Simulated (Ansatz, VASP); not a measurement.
# SiO2 in VASP and in Ansatz

File POSCAR:

```
SiO2
1.0
    4.9837826479      0.0000000000      0.0000000000
   -2.4918913239      4.3160823800      0.0000000000
    0.0000000000      0.0000000000      5.7073181498
Si O
3 6
Direct
    0.0000000000      0.5000000000      0.3333333333
    0.5000000000      0.5000000000      0.6666666667
    0.5000000000      0.0000000000      0.0000000000
    0.5834989535      0.7917494768      0.8333333333
    0.7917494768      0.5834989535      0.5000000000
    0.7917494768      0.2082505232      0.1666666667
    0.4165010465      0.2082505232      0.8333333333
    0.2082505232      0.4165010465      0.5000000000
    0.2082505232      0.7917494768      0.1666666667
```

Contents of INCAR.step1:

```
SYSTEM = SiO2
PREC = Accurate
ENCUT = 520
ISMEAR = 0
SIGMA = 0.05
LREAL = .FALSE.
LASPH = .TRUE.
NELM = 80
NBANDS = 34
GGA = PE
ALGO = Normal
EDIFF = 1E-4
LWAVE = .TRUE.
LCHARG = .FALSE.
```

INCAR.step2

```
SYSTEM = SiO2
PREC = Accurate
ENCUT = 520
EDIFF = 1E-6
ISMEAR = 0
SIGMA = 0.05
LREAL = .FALSE.
LASPH = .TRUE.
NELM = 80
ALGO = Normal
ISIF = 2
LWAVE = .FALSE.
LCHARG = .FALSE.
METAGGA = R2SCAN
LMIXTAU = .TRUE.
NBANDS = 34
ISTART = 1
```

The input KPOINTS:

```
Automatic mesh
0
G
  6 6 4
  0 0 0
```

Input for Ansatz:

```yaml
crystal:
  lattice:
    - [4.9837826479, 0.0, 0.0]
    - [-2.4918913239, 4.31608238, 0.0]
    - [0.0, 0.0, 5.7073181498]
  atoms:
    - { symbol: Si, position: [0.0, 0.5, 0.3333333333] }
    - { symbol: Si, position: [0.5, 0.5, 0.6666666667] }
    - { symbol: Si, position: [0.5, 0.0, 0.0] }
    - { symbol: O, position: [0.5834989535, 0.7917494768, 0.8333333333] }
    - { symbol: O, position: [0.7917494768, 0.5834989535, 0.5] }
    - { symbol: O, position: [0.7917494768, 0.2082505232, 0.1666666667] }
    - { symbol: O, position: [0.4165010465, 0.2082505232, 0.8333333333] }
    - { symbol: O, position: [0.2082505232, 0.4165010465, 0.5] }
    - { symbol: O, position: [0.2082505232, 0.7917494768, 0.1666666667] }
basis:
  ecutwfc: 500
kpoints:
  mp_grid: { grid: [6, 6, 4] }
hamiltonian:
  xc: r2scan
scf:
  occupations: { method: gaussian, width: 0.05 }
output:
  forces: true
  stress: true
  eigenvalues: true
```

Change from the starting cell: strain -0.015 along x and y, +0.030 along z, atoms carried along.

Alike in both runs: task single point; functional r2SCAN; k mesh 6 × 6 × 4; occupations gaussian, width 0.05 eV; no spin polarisation.

|  | VASP | Ansatz |
| --- | --- | --- |
| version | VASP 6.6.1 | Ansatz 0.2.0 |
| potentials or method | VASP PAW PBE potentials, release 64 (Si, O), cutoff 520 eV | scalar-relativistic, plane waves, PAW |
| valence electrons in the cell | 48 | 48 |

```csv
,VASP,Ansatz,Ansatz less VASP
gap on the k mesh at the Fermi level (eV),6.22,6.22,+0.003
least direct gap on the mesh (eV),6.34,6.34,+0.001
pressure (GPa),0.0,-0.1,-0.17
"traceless stress, the component that is largest in VASP (GPa)",-2.35,-2.40,-0.051
rms of the force components (eV/Å),0.021,0.026,+0.0048
```

VASP's potentials were made for PBE, not for r2SCAN. Atom by atom the forces differ by 0.005 eV/Å (rms over components).
